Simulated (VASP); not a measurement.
Here is a VASP 6.6.1 calculation.

Contents of INCAR:

```
ALGO = Normal
EDIFF = 1E-6
ENCUT = 520
GGA = RP
ISIF = 2
ISMEAR = -1
ISPIN = 2
IVDW = 12
LASPH = True
LCHARG = True
LELF = True
LMAXMIX = 4
LORBIT = 11
LREAL = False
LVHAR = True
LWAVE = False
MAGMOM = 4 0
NBANDS = 20
NELM = 150
PREC = Accurate
SIGMA = 0.05
```

The input KPOINTS:

```
k-points
0
Gamma
  9 9 9
```

Contents of POSCAR:

```
MnS
1.0
    0.0000000000      2.4229704058      2.4229704058
    2.4229704058      0.0000000000      2.4229704058
    2.4229704058      2.4229704058      0.0000000000
Mn S
1 1
Direct
    0.0000000000      0.0000000000      0.0000000000
    0.7500000000      0.7500000000      0.7500000000
```

Potentials or basis: VASP PAW PBE potentials, release 64 (Mn_pv, S).

The run is started by

```bash
$ cat potpaw_PBE.64/Mn_pv/POTCAR potpaw_PBE.64/S/POTCAR > POTCAR
$ mpirun -np 1 vasp_std > vasp.out
```

Q: Estimate the site moments.

A: Mn +0.14; S -0.00 μB.

Q: What does it give for the pressure?

A: -11.7 GPa.

Q: What does it give for the net moment?

A: 0.15 μB per cell.

Q: Estimate the dispersion energy per atom.

A: -2.107 eV.

Caveat: the PAW data sets were made with another functional, which shifts forces and pressure a little; the moment fell far below its start of 4 μB, so a state of higher moment may lie lower in energy; pairwise dispersion overbinds metals, which lowers pressure and volume.
